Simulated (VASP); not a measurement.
Here is a VASP 6.6.1 calculation.

The input INCAR:

```
PREC = Accurate
ENCUT = 520
EDIFF = 1E-6
ISMEAR = -1
SIGMA = 0.05
LREAL = False
LASPH = True
NELM = 60
ALGO = Normal
ISIF = 2
LWAVE = False
LCHARG = True
GGA = PE
LELF = True
LVHAR = True
NBANDS = 12
```

KPOINTS

```
Automatic mesh
0
Gamma
  13 13 13
```

Contents of POSCAR:

```
Zr
1.0
    0.0000000000      2.2398653158      2.2398653158
    2.2398653158      0.0000000000      2.2398653158
    2.2398653158      2.2398653158      0.0000000000
Zr
1
Direct
    0.0000000000      0.0000000000      0.0000000000
```

Potentials or basis: VASP PAW PBE potentials, release 64 (Zr_sv).

The run is started by

```sh
$ cat potpaw_PBE.64/Zr_sv/POTCAR > POTCAR
$ mpirun -np 1 vasp_std > vasp.out
```

Problem. What does it give for the band gap on the k mesh?

Solution. Zero (band 6 reaches 10.27 eV, above the bottom of band 7 at 8.70 eV).

Problem. Predict the pressure.

Solution. 3.1 GPa.
